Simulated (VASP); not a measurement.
Na3B20, 23 atoms in the cell. Symmetry: Cmmm, No. 65, orthorhombic system. The conventional cell has a = 5.758 Å, b = 18.881 Å, c = 4.192 Å, α = 90.00°, β = 90.00°, γ = 90.00°. Na (site symmetry m2m) has 22 B at 2.71 to 3.69 Å within 3.7 Å. Within 4.0 Å of Na (site symmetry mmm) lie 24 B at 3.00 to 3.39 Å and 4 Na at 3.86 Å. B (site symmetry mm2) has 5 B at 1.70 to 1.78 Å within 2.3 Å. B (site symmetry m) has 6 B at 1.64 to 1.86 Å within 2.2 Å. B (site symmetry m) has 5 B at 1.69 to 1.86 Å within 2.2 Å. B (site symmetry m2m) has 6 B at 1.64 to 1.98 Å within 2.2 Å. Within 2.3 Å of B (site symmetry m) lie 6 B at 1.74 to 1.98 Å. Within 2.3 Å of B (site symmetry m) lie 5 B at 1.70 to 1.80 Å. 

| Quantity | Value |
| --- | --- |
| Program | VASP 6.6.1 |
| Task | molecular dynamics |
| Functional | PBEsol |
| Potentials or basis | VASP PAW PBE potentials, release 64 (Na_pv, B) |
| Cutoff | 520 eV |
| k mesh | 2 × 2 × 3 |
| Occupations | fermi-dirac, width 0.05 eV |
| Spin | no spin polarisation |
| Dipole correction | no |
| Further INCAR settings | LREAL = Auto; ALGO = Normal; EDIFF = 1e-05; NBANDS = 58; ISYM = 0; IBRION = 0; POTIM = 1.0; NSW = 40 |

Potentials or basis: VASP PAW PBE potentials, release 64 (Na_pv, B).

Launch:

```console
$ cat potpaw_PBE.64/Na_pv/POTCAR potpaw_PBE.64/B/POTCAR > POTCAR
$ mpirun -np 1 vasp_std > vasp.out
```

Hardware: 1 thread of AMD EPYC 7R43 64-Core Processor (Zen 3) (shared host).

Question: Estimate the wall time of this run.

Answer: It took 120 min on 1 thread of AMD EPYC 7R43 64-Core Processor (Zen 3) (shared host), peak memory 0.6 GiB. Counts: scf iterations 210, k points 8, ion steps 40.
